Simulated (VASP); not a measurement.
A run of VASP 6.6.1:

Contents of INCAR:

```
SYSTEM = Co2W3
ALGO     = Normal         ! electronic algorithm
EDIFF    = 1E-6           ! SCF threshold, eV
ENCUT    = 520            ! plane-wave cutoff, eV
GGA      = PE             ! functional
ISIF     = 2              ! what is computed and relaxed
ISMEAR   = 0              ! smearing method
ISPIN    = 2              ! spin polarisation
LASPH    = .TRUE.         ! aspherical terms in the spheres
LCHARG   = .FALSE.        ! write CHGCAR
LMAXMIX  = 4              ! l up to which the mixer works
LORBIT   = 11             ! projections on sites
LREAL    = .FALSE.        ! projectors in reciprocal space
LWAVE    = .FALSE.        ! write WAVECAR
MAGMOM   = -3 3 3 -3 0 0 0 0 0 0 ! initial moments
NBANDS   = 75             ! bands
NELM     = 150            ! most SCF steps
PREC     = Accurate       ! precision mode
SIGMA    = 0.1            ! smearing width, eV
```

File KPOINTS:

```
k-points
0
G
  6 6 1
  0 0 0
```

The input POSCAR:

```
Co2W3
1.0
    2.7338011123     -0.0000000029      0.0000000000
   -1.3669005536      2.3675412135      0.0000000000
    0.0000000000      0.0000000000     22.3480157849
Co W
4 6
Direct
    0.3333333333      0.6666666667      0.9579948364
    0.3333333333      0.6666666667      0.1283789473
    0.6666666667      0.3333333333      0.8716210527
    0.6666666667      0.3333333333      0.0420051636
    0.3333333333      0.6666666667      0.7793341569
    0.3333333333      0.6666666667      0.3322351811
    0.3333333333      0.6666666667      0.5560328503
    0.6666666667      0.3333333333      0.2206658431
    0.6666666667      0.3333333333      0.4439671497
    0.6666666667      0.3333333333      0.6677648189
```

Potentials or basis: VASP PAW PBE potentials, release 64 (Co, W_sv).

The run is started by

```bash
$ cat potpaw_PBE.64/Co/POTCAR potpaw_PBE.64/W_sv/POTCAR > POTCAR
$ mpirun -np 1 vasp_std > vasp.out
```

Hardware: 1 thread of AMD EPYC 9R45 96-Core Processor (Zen 5), with other jobs on the host.

How long does it take, and how much memory?

It took 5 min on 1 thread of AMD EPYC 9R45 96-Core Processor (Zen 5), with other jobs on the host, peak memory 0.34 GiB. Counts: scf iterations 45, k points 7.
